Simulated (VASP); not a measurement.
# CdSe (Fm-3m) in VASP: settings compared

Aim: see how the results for CdSe move with the level of theory and the settings. Levels: PBEsol, revPBE, PBE. Tasks: single point, relaxation of volume and atoms at fixed shape.

All numbers are computed with VASP 6.6.1; they aren't measurements. Logs are shortened: lines on timing, memory, paths and dates and some standing lists are left out, and cuts for length are marked.

### Step 1. The cell of the first run

Symmetry: Fm-3m, No. 225, cubic system. Conventional cell: a = 5.748 Å, b = 5.748 Å, c = 5.748 Å, α = 90.00°, β = 90.00°, γ = 90.00°. Within 3.8 Å of Cd (site symmetry m-3m) lie 6 Se at 2.87 Å. Within 3.8 Å of Se (site symmetry m-3m) lie 6 Cd at 2.87 Å.

### Step 2. Single point, PBEsol

The input, INCAR:

```
SYSTEM = CdSe
ALGO     = Normal         ! electronic algorithm
EDIFF    = 1E-6           ! SCF threshold, eV
ENCUT    = 500            ! plane-wave cutoff, eV
GGA      = PS             ! functional
GGA_COMPAT= .FALSE.      
ISIF     = 2              ! what is computed and relaxed
ISMEAR   = 0              ! smearing method
LASPH    = .TRUE.         ! aspherical terms in the spheres
LCHARG   = .TRUE.         ! write CHGCAR
LELF     = .TRUE.         ! ELF
LREAL    = .FALSE.        ! projectors in reciprocal space
LVHAR    = .TRUE.       
LWAVE    = .FALSE.        ! write WAVECAR
NBANDS   = 16             ! bands
NELM     = 120            ! most SCF steps
PREC     = Accurate       ! precision mode
SIGMA    = 0.1            ! smearing width, eV
```

The input, KPOINTS:

```
k-points
0
G
  4 4 4
  0 0 0
```

The input, POSCAR:

```
CdSe
1.0
    0.0000000000      2.8739580000      2.8739580000
    2.8739580000      0.0000000000      2.8739580000
    2.8739580000      2.8739580000      0.0000000000
Cd Se
1 1
Direct
    0.0000000000      0.0000000000      0.0000000000
    0.5000000000      0.5000000000      0.5000000000
```

Potentials or basis: VASP PAW PBE potentials, release 64 (Cd, Se).

Launch:

```sh
$ cat potpaw_PBE.64/Cd/POTCAR potpaw_PBE.64/Se/POTCAR > POTCAR
$ mpirun -np 1 vasp_std > vasp.out
```

OUTCAR:

```text
SYSTEM = CdSe
   EDIFF = 1E-6
   ENCUT = 500
   GGA = PS
   ISIF = 2
   ISMEAR = 0
   LASPH = .TRUE.
   LREAL = .FALSE.
   NELM = 120
   PREC = Accurate

 ion  position               nearest neighbor table
   1  0.000  0.000  0.000-   2 2.87   2 2.87   2 2.87   2 2.87   2 2.87   2 2.87
   2  0.500  0.500  0.500-   1 2.87   1 2.87   1 2.87   1 2.87   1 2.87   1 2.87

  LATTYP: Found a face centered cubic cell.
 ALAT       =     5.7479160000

  Lattice vectors:

 A1 = (   0.0000000000,   2.8739580000,   2.8739580000)
 A2 = (   2.8739580000,   0.0000000000,   2.8739580000)
 A3 = (   2.8739580000,   2.8739580000,   0.0000000000)

Analysis of symmetry for initial positions (statically):
=====================================================================
 Subroutine PRICEL returns:
 Original cell was already a primitive cell.

 Routine SETGRP: Setting up the symmetry group for a
 face centered cubic supercell.

 Subroutine GETGRP returns: Found 48 space group operations
 (whereof 48 operations were pure point group operations)
 out of a pool of 48 trial point group operations.

The static configuration has the point symmetry O_h .

Analysis of symmetry for dynamics (positions and initial velocities):
=====================================================================
 Subroutine PRICEL returns:
 Original cell was already a primitive cell.

 Routine SETGRP: Setting up the symmetry group for a
 face centered cubic supercell.

 Subroutine GETGRP returns: Found 48 space group operations
 (whereof 48 operations were pure point group operations)
 out of a pool of 48 trial point group operations.

The dynamic configuration has the point symmetry O_h .

 Subroutine INISYM returns: Found 48 space group operations
 (whereof 48 operations are pure point group operations),
 and found     1 'primitive' translations

----------------------------------------------------------------------------------------

                                     Primitive cell

  volume of cell :      47.4757

  direct lattice vectors                    reciprocal lattice vectors
     0.000000000  2.873958000  2.873958000    -0.173976098  0.173976098  0.173976098
     2.873958000  0.000000000  2.873958000     0.173976098 -0.173976098  0.173976098
     2.873958000  2.873958000  0.000000000     0.173976098  0.173976098 -0.173976098

  length of vectors
     4.064390381  4.064390381  4.064390381     0.301335442  0.301335442  0.301335442

  position of ions in fractional coordinates (direct lattice)
     0.000000000  0.000000000  0.000000000
     0.500000000  0.500000000  0.500000000

  ion indices of the primitive-cell ions
   primitive index   ion index
                 1           1
                 2           2

----------------------------------------------------------------------------------------

 KPOINTS: k-points

Automatic generation of k-mesh.
 Grid dimensions read from file:
 generate k-points for:    4    4    4

 Generating k-lattice:

  Cartesian coordinates                     Fractional coordinates (reciprocal lattice)
    -0.043494025  0.043494025  0.043494025     0.250000000  0.000000000  0.000000000
     0.043494025 -0.043494025  0.043494025     0.000000000  0.250000000  0.000000000
     0.043494025  0.043494025 -0.043494025     0.000000000  0.000000000  0.250000000

  Length of vectors
     0.075333860  0.075333860  0.075333860

  Shift w.r.t. Gamma in fractional coordinates (k-lattice)
     0.000000000  0.000000000  0.000000000

 Subroutine IBZKPT returns following result:
 ===========================================

 Found      8 irreducible k-points:

 Following reciprocal coordinates:
            Coordinates               Weight
  0.000000  0.000000  0.000000      1.000000
  0.250000  0.000000  0.000000      8.000000
  0.500000  0.000000  0.000000      4.000000
  0.250000  0.250000  0.000000      6.000000
  0.500000  0.250000  0.000000     24.000000
 -0.250000  0.250000  0.000000     12.000000
  0.500000  0.500000  0.000000      3.000000
 -0.250000  0.500000  0.250000      6.000000
   k-points           NKPTS =      8   k-points in BZ     NKDIM =      8   number of bands    NBANDS=     16
   number of dos      NEDOS =    301   number of ions     NIONS =      2
   total plane-waves  NPLWV =  27000
   dimension x,y,z NGX =    30 NGY =   30 NGZ =   30
   dimension x,y,z NGXF=    60 NGYF=   60 NGZF=   60
   ions per type =               1   1
   NGX,Y,Z   is equivalent  to a cutoff of  12.27, 12.27, 12.27 a.u.
   NGXF,Y,Z  is equivalent  to a cutoff of  24.54, 24.54, 24.54 a.u.
 SYSTEM =  CdSe
   PREC   = accura    normal or accurate (medium, high low for compatibility)
   ISTART =      0    job   : 0-new  1-cont  2-samecut
   ICHARG =      2    charge: 1-file 2-atom 10-const
   ISPIN  =      1    spin polarized calculation?
   LNONCOLLINEAR =      F non collinear calculations
   LSORBIT =      F    spin-orbit coupling
   LASPH  =      T    aspherical Exc in radial PAW
   ENCUT  =  500.0 eV  36.75 Ry    6.06 a.u.   7.41  7.41  7.41*2*pi/ulx,y,z
   NELM   =    120;   NELMIN=  2; NELMDL= -5     # of ELM steps
   EDIFF  = 0.1E-05   stopping-criterion for ELM
   LREAL  =      F    real-space projection
   EDIFFG = 0.1E-04   stopping-criterion for IOM
   NSW    =      0    number of steps for IOM
   IBRION =     -1    ionic relax: 0-MD 1-quasi-New 2-CG
   NFREE  =      0    steps in history (QN), initial steepest desc. (CG)
   ISIF   =      2    stress and relaxation
   ISYM   =      2    0-nonsym 1-usesym 2-fastsym
   POTIM  = 0.5000    time-step for ionic-motion
   TEBEG  =    0.0;   TEEND  =   0.0 temperature during run
   PSTRESS=    0.0 pullay stress
   NELECT =      18.0000    total number of electrons
   NUPDOWN=      -1.0000    fix difference up-down
   EMIN   =  10.00;   EMAX   =-10.00  energy-range for DOS
   EFERMI =   0.00;   METHOD = LEGACY
   ISMEAR =     0;   SIGMA  =   0.10  broadening in eV -4-tet -1-fermi 0-gaus
   EFERMI_NEDOS =   21; number of points for ismear=-14 and -15
   IALGO  =     38    algorithm
   IMIX   =      4    mixing-type and parameters
     AMIX     =   0.40;   BMIX     =  1.00
     AMIX_MAG =   1.60;   BMIX_MAG =  1.00
  volume/ion in A,a.u.               =      23.74       160.19
  Fermi-wavevector in a.u.,A,eV,Ry     =   1.184882  2.239103 19.101849  1.403946
  Thomas-Fermi vector in A             =   2.321088
   LORBIT       =      0    0 simple, 1 ext, 2 COOP (PROOUT), +10 PAW based schemes
   GGA     = PS    functional components
   LHFCALC =     F    Hartree Fock is set to
   AEXX    =    0.0000 exact exchange contribution
   IVDW    =     0    specifies the selected vdW correction
   LEPSILON=     F    determine dielectric tensor
   LRPA    =     F    only Hartree local field effects (RPA)
 non-spin polarized calculation
 Gauss-broadening in eV      SIGMA  =   0.10
  energy-cutoff  :      500.00
  volume of cell :       47.48
 maximum number of plane-waves:      1243
 NGX is ok and might be reduce to    30
   NGX = 15   NGY = 15   NGZ = 15

 number of electron      18.0000008 magnetization

 Free energy of the ion-electron system (eV)
  ---------------------------------------------------
  ext. energy  EPLUGINS =         0.00000000
  ---------------------------------------------------
  free energy    TOTEN  =        -5.88630591 eV

  energy without entropy =       -5.87767213  energy(sigma->0) =       -5.88198902

 E-fermi :   2.0967     XC(G=0): -10.1827

 val. band max:        2.0809218191   @ k =   0.5000   0.0000   0.0000
 cond. band min:       2.1059211699   @ k =   0.0000   0.0000   0.0000
 fundamental gap:      0.0249993508
 Fermi energy:         2.0967032701

 k-point     1 :       0.0000    0.0000    0.0000
  band No.  band energies     occupation
      1     -10.7901      2.00000
      2      -5.7192      2.00000
      3      -5.7192      2.00000
      4      -5.7013      2.00000
      5      -5.7013      2.00000
      6      -5.7013      2.00000
[... 8 lines left out ...]
     15      11.8047      0.00000
     16      11.8047      0.00000

 k-point     2 :       0.2500    0.0000    0.0000
  band No.  band energies     occupation
      1     -10.3841      2.00000
      2      -5.8314      2.00000
      3      -5.8314      2.00000
      4      -5.7460      2.00000
      5      -5.6331      2.00000
      6      -5.6331      2.00000
[... 8 lines left out ...]
     15      12.2740      0.00000
     16      12.2740      0.00000

 k-point     3 :       0.5000    0.0000    0.0000
  band No.  band energies     occupation
      1      -9.8769      2.00000
      2      -5.9409      2.00000
      3      -5.9409      2.00000
      4      -5.8577      2.00000
      5      -5.5612      2.00000
      6      -5.5612      2.00000
[... 8 lines left out ...]
     15      14.9560      0.00000
     16      14.9560      0.00000

 k-point     4 :       0.2500    0.2500    0.0000
  band No.  band energies     occupation
      1     -10.3254      2.00000
      2      -5.8076      2.00000
      3      -5.7554      2.00000
      4      -5.6804      2.00000
      5      -5.6214      2.00000
      6      -5.6214      2.00000
[... 8 lines left out ...]
     15      14.6209      0.00000
     16      15.3471      0.00000

 k-point     5 :       0.5000    0.2500    0.0000
  band No.  band energies     occupation
      1      -9.9452      2.00000
      2      -5.7952      2.00000
      3      -5.7730      2.00000
      4      -5.6698      2.00000
      5      -5.5419      2.00000
      6      -5.4771      2.00000
[... 8 lines left out ...]
     15      15.4806      0.00000
     16      15.8785      0.00000

 k-point     6 :      -0.2500    0.2500    0.0000
  band No.  band energies     occupation
      1     -10.0034      2.00000
      2      -5.8992      2.00000
      3      -5.8307      2.00000
      4      -5.7120      2.00000
      5      -5.5985      2.00000
      6      -5.5164      2.00000
[... 8 lines left out ...]
     15      14.5867      0.00000
     16      14.8961      0.00000

 k-point     7 :       0.5000    0.5000    0.0000
  band No.  band energies     occupation
      1     -10.0024      2.00000
      2      -5.8096      2.00000
      3      -5.6413      2.00000
      4      -5.5098      2.00000
      5      -5.5098      2.00000
      6      -5.0414      2.00000
[... 8 lines left out ...]
     15      16.4404      0.00000
     16      16.9848      0.00000

 k-point     8 :      -0.2500    0.5000    0.2500
  band No.  band energies     occupation
      1      -9.8921      2.00000
      2      -5.8201      2.00000
      3      -5.6932      2.00000
      4      -5.6932      2.00000
      5      -5.5097      2.00000
      6      -5.1787      2.00000
[... 8 lines left out ...]
     15      13.9861      0.00000
     16      16.9938      0.00000

------------------------ aborting loop because EDIFF is reached ----------------------------------------

  FORCE on cell =-STRESS in cart. coord.  units (eV):
  Direction    XX          YY          ZZ          XY          YZ          ZX
  --------------------------------------------------------------------------------------
  -------------------------------------------------------------------------------------
  Total       -0.8904044     -0.8904044     -0.8904044      0.0000000      0.0000000     -0.0000000
  in kB      -30.0487669    -30.0487669    -30.0487669      0.0000000      0.0000000     -0.0000000
  external PRESSURE =     -30.0487669 kB  Pullay stress =       0.0000000 kB

 VOLUME and BASIS-vectors are now :
 -----------------------------------------------------------------------------
  energy-cutoff  :      500.00
  volume of cell :       47.48
      direct lattice vectors                 reciprocal lattice vectors
     0.000000000  2.873958000  2.873958000    -0.173976098  0.173976098  0.173976098
     2.873958000  0.000000000  2.873958000     0.173976098 -0.173976098  0.173976098
     2.873958000  2.873958000  0.000000000     0.173976098  0.173976098 -0.173976098

 POSITION                                       TOTAL-FORCE (eV/Angst)
 -----------------------------------------------------------------------------------
      0.00000      0.00000      0.00000         0.000000     -0.000000      0.000000
      2.87396      2.87396      2.87396        -0.000000      0.000000     -0.000000
 -----------------------------------------------------------------------------------
    total drift:                               -0.000000      0.000000      0.000000

  FREE ENERGIE OF THE ION-ELECTRON SYSTEM (eV)
  ---------------------------------------------------
  free  energy   TOTEN  =        -5.8863059078 eV

  energy  without entropy=       -5.8776721333  energy(sigma->0) =       -5.88198902
```

Wall time 7.9 s (1 thread of Intel Xeon Platinum 8259CL at 2.50GHz (Skylake/Cascade Lake), shared host); peak memory 0.16 GiB.

Results:

| Property | Result |
| --- | --- |
| Free energy | -5.8863 eV |
| Pressure | -3.0 GPa |
| Band gap on the k mesh | zero (bands 9 and 10 overlap by 0.48 eV) |

Caveat: the k points lie up to 0.47 Å⁻¹ apart; semilocal functionals underestimate gaps, and a narrow one can read as zero; the PAW data sets were made with another functional, which shifts forces and pressure a little.

### Step 3. Single point, revPBE

The input, INCAR:

```
ALGO = Normal ; EDIFF = 1E-6
ENCUT = 500 ; GGA = RE
GGA_COMPAT = False ; ISIF = 2
ISMEAR = 1 ; LASPH = True
LCHARG = False ; LREAL = False
LWAVE = False ; NBANDS = 16
NELM = 120 ; PREC = Accurate
SIGMA = 0.0035
```

The input, KPOINTS:

```
k-points
0
Gamma
  4 4 4
```

POSCAR is that of step 2.

Potentials or basis: VASP PAW PBE potentials, release 64 (Cd, Se).

Launch:

```sh
$ cat potpaw_PBE.64/Cd/POTCAR potpaw_PBE.64/Se/POTCAR > POTCAR
$ mpirun -np 1 vasp_std > vasp.out
```

Run time: 7.2 s. Hardware: 1 thread of Intel Xeon Platinum 8259CL at 2.50GHz (Skylake/Cascade Lake), shared host; peak memory 0.16 GiB.

It converged, with:

```yaml
Free_energy: -4.4986 eV
Pressure: 2.0 GPa
Band_gap_on_the_k_mesh: zero (bands 9 and 10 overlap by 0.31 eV)
```

Levels at points of the mesh, in eV from the Fermi level:
| k point | band 5 | band 6 | band 7 | band 8 | band 9 | band 10 | band 11 | band 12 | band 13 | band 14 |
| --- | --- | --- | --- | --- | --- | --- | --- | --- | --- | --- |
| (0.00, 0.00, 0.00) | -7.83 | -7.83 | -0.55 | -0.55 | -0.55 | 0.24 | 8.72 | 8.72 | 8.72 | 9.91 |
| (0.50, 0.00, 0.00) | -7.70 | -7.70 | -4.83 | 0.00 | 0.00 | 3.17 | 5.39 | 5.39 | 6.03 | 11.39 |
| (0.50, 0.50, 0.00) | -7.65 | -7.17 | -3.99 | -1.98 | -1.98 | -0.31 | 5.59 | 9.85 | 10.44 | 10.44 |

Caveat: the k points lie up to 0.47 Å⁻¹ apart; semilocal functionals underestimate gaps, and a narrow one can read as zero; the PAW data sets were made with another functional, which shifts forces and pressure a little.

### Step 4. Relaxation of volume and atoms at fixed shape, PBE

The input, INCAR:

```
SYSTEM = CdSe
  PREC = Accurate
  ENCUT = 500
  EDIFF = 1E-7
  ISMEAR = 0
  SIGMA = 0.1
  LREAL = .False.
  LASPH = .True.
  NELM = 120
  ALGO = Normal
  ISIF = 8
  LWAVE = .False.
  LCHARG = .False.
  GGA = PE
  IBRION = 2
  NSW = 25
  EDIFFG = -0.05
  GGA_COMPAT = .False.
  NELMIN = 4
```

The input, KPOINTS:

```
regular mesh
0
Gamma
  4 4 4
  0 0 0
```

POSCAR is that of step 3.

Launch:

```sh
$ cat potpaw_PBE.64/Cd/POTCAR potpaw_PBE.64/Se/POTCAR > POTCAR
$ mpirun -np 1 vasp_std > vasp.out
```

Run time: 12 s. Hardware: 1 thread of Intel Xeon Platinum 8259CL at 2.50GHz (Skylake/Cascade Lake), shared host; peak memory 0.17 GiB.

The run converged. Its results:

```yaml
Free_energy: -5.1304 eV
Relaxed_volume: 23.92 Å³/atom
Relaxed_cell: a = 4.075 Å, b = 4.075 Å, c = 4.075 Å, α = 60.00°, β = 60.00°, γ = 60.00°
Space_group_after_relaxing_to_0.1_Å: Fm-3m (No. 225)
Energy_gained_by_relaxing: 0.2 meV/atom
Ionic_steps: 2
Pressure_after_relaxing: -0.1 GPa
Band_gap_on_the_k_mesh: zero (bands 9 and 10 overlap by 0.38 eV)
```

Step by step:
| step | energy change (eV) | largest force (eV/Å) | pressure (GPa) | volume (Å³) |
| --- | --- | --- | --- | --- |
| 1 | 0.0000 | 0.0000 | 0.37 | 47.48 |
| 2 | -0.0003 | 0.0000 | -0.08 | 47.85 |

Final structure:
```xyz
2
Lattice="0.0000 2.8815 2.8815 2.8815 0.0000 2.8815 2.8815 2.8815 0.0000" Properties=species:S:1:pos:R:3 pbc="T T T"
Cd    2.8815    2.8815    0.0000
Se    2.8815    2.8815    2.8815
```

Levels at points of the mesh, in eV from the Fermi level:
```tsv
k point	band 6	band 7	band 8	band 9	band 10	band 11	band 12	band 13
(0.00, 0.00, 0.00)	-7.83	-0.57	-0.57	-0.57	0.09	8.68	8.68	8.68
(0.50, 0.00, 0.00)	-7.70	-4.85	-0.02	-0.02	3.07	5.31	5.31	5.89
(0.50, 0.50, 0.00)	-7.19	-3.99	-1.99	-1.99	-0.41	5.53	9.69	10.28
```

Caveat: the k points lie up to 0.47 Å⁻¹ apart in the final cell; semilocal functionals underestimate gaps, and a narrow one can read as zero.

### Step 5. Summary

```tsv
task	level	cell	smearing	gap on the mesh (eV)	pressure (GPa)
single point	PBEsol	as given	gaussian 0.1 eV	none	-3.0
single point	revPBE	as given	methfessel-paxton 0.0035 eV	none	2.0
relaxation of volume and atoms at fixed shape	PBE	relaxed	gaussian 0.1 eV	none	-0.1
```

Alike in all rows: potentials or basis VASP PAW PBE potentials, release 64 (Cd, Se); no spin polarisation; k mesh 4 × 4 × 4; cutoff (eV) 500.

Caveats: all runs use coarse meshes; semilocal functionals underestimate gaps, and a narrow one can read as zero; the PAW data sets were made with another functional, which shifts forces and pressure a little (at least some runs).

Absolute energies hang on the potentials; compare differences alone.

The gap in the log of VASP goes by the Fermi energy; the results here count the filled bands.